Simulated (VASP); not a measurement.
**VSi: relaxation of cell and atoms with PBE**

Crystal: VSi.

```
CELL_PARAMETERS angstrom
1.73078 0.99927 2.86904
-1.73078 0.99927 2.86904
0.00000 -1.99853 2.86904
ATOMIC_POSITIONS crystal
V 0.00000 0.00000 0.00000
Si 0.50000 0.50000 0.50000
```

| Property | Result |
| --- | --- |
| Program | VASP 6.6.1 |
| Task | relaxation of cell and atoms |
| Functional | PBE |
| Potentials or basis | VASP PAW PBE potentials, release 64 (V_sv, Si) |
| Cutoff | 600 eV |
| k mesh | 18 × 18 × 18 |
| Occupations | gaussian, width 0.1 eV |
| Spin | no spin polarisation |
| Dipole correction | no |
| Further INCAR settings | ALGO = Normal; EDIFF = 1e-06; IBRION = 2; EDIFFG = -0.01; NSW = 100; ISIF = 3 |

```yaml
Relaxed_volume: 14.60 Å³/atom
Relaxed_cell: a = 3.474 Å, b = 3.474 Å, c = 3.474 Å, α = 59.33°, β = 59.33°, γ = 59.33°
Space_group_after_relaxing_to_0.05_Å: R-3m (No. 166)
Energy_gained_by_relaxing: 2.4 meV/atom
Ionic_steps: 3
Pressure_after_relaxing: 0.0 GPa
```

Stress tensor (GPa, compression positive):
```
-0.05  0.00  0.00
 0.00 -0.05  0.00
 0.00  0.00  0.06
```

The path:
```csv
step,energy change (eV),largest force (eV/Å),pressure (GPa),volume (Å³)
1,0.0000,0.0000,-2.61,29.77
2,-0.0017,0.0000,2.23,28.74
3,-0.0048,0.0000,-0.01,29.19
```

Final structure:
```
CELL_PARAMETERS angstrom
1.71937 0.99268 2.85054
-1.71937 0.99268 2.85054
0.00000 -1.98536 2.85054
ATOMIC_POSITIONS crystal
V 0.00000 0.00000 0.00000
Si 0.50000 0.50000 0.50000
```

Levels at points of the mesh, in eV from the Fermi level:
```csv
k point,band 4,band 5,band 6,band 7,band 8,band 9,band 10,band 11,band 12
"(0.00, 0.00, 0.00)",-38.25,-11.22,-0.99,-0.88,-0.88,-0.62,-0.62,3.40,3.63
"(0.50, 0.00, 0.00)",-38.26,-7.58,-5.93,-2.54,-2.44,0.68,0.74,1.60,5.63
"(0.50, 0.50, 0.00)",-38.28,-7.75,-4.30,-2.54,0.01,0.06,0.20,1.07,1.07
"(0.50, 0.50, 0.50)",-38.26,-7.71,-5.96,-2.40,-2.40,0.68,0.68,1.52,5.81
```

Run time: 3.3 min on 1 thread of Intel(R) Xeon(R) 6975P-C (Granite Rapids) (shared host), peak memory 0.4 GiB.
